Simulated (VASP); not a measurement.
Crystal: GaAs.

```
CELL_PARAMETERS angstrom
0.00000 2.82685 2.82685
2.82685 0.00000 2.82685
2.82685 2.82685 0.00000
ATOMIC_POSITIONS crystal
Ga 0.00000 0.00000 0.00000
As 0.75000 0.75000 0.75000
```

Base run:

| Property | Result |
| --- | --- |
| Program | VASP 6.6.1 |
| Functional | PBEsol |
| Potentials or basis | VASP PAW PBE potentials, release 64 (Ga_d, As) |
| Cutoff | 520 eV |
| k mesh | 8 × 8 × 8 |
| Occupations | gaussian, width 0.05 eV |
| Spin | no spin polarisation |

Its results: band gap on the k mesh 0.46 eV, direct; pressure 0.3 GPa.

**Question.** After a change of settings the same cell gave: band gap on the k mesh 0.61 eV, direct; pressure 4.9 GPa. Which change was it?
A. functional from PBEsol to PBE
B. functional from PBEsol to r2SCAN; dispersion from none to D3(BJ)
C. functional from PBEsol to revPBE; dispersion from none to D4
D. functional from PBEsol to revPBE; further incar settings from ALGO = Normal; EDIFF = 1e-06; NBANDS = 16 to ALGO = Normal; EDIFF = 1e-07; NBANDS = 16

**Answer.** D.

Caveats: the PAW data sets were made with another functional, which shifts forces and pressure a little.
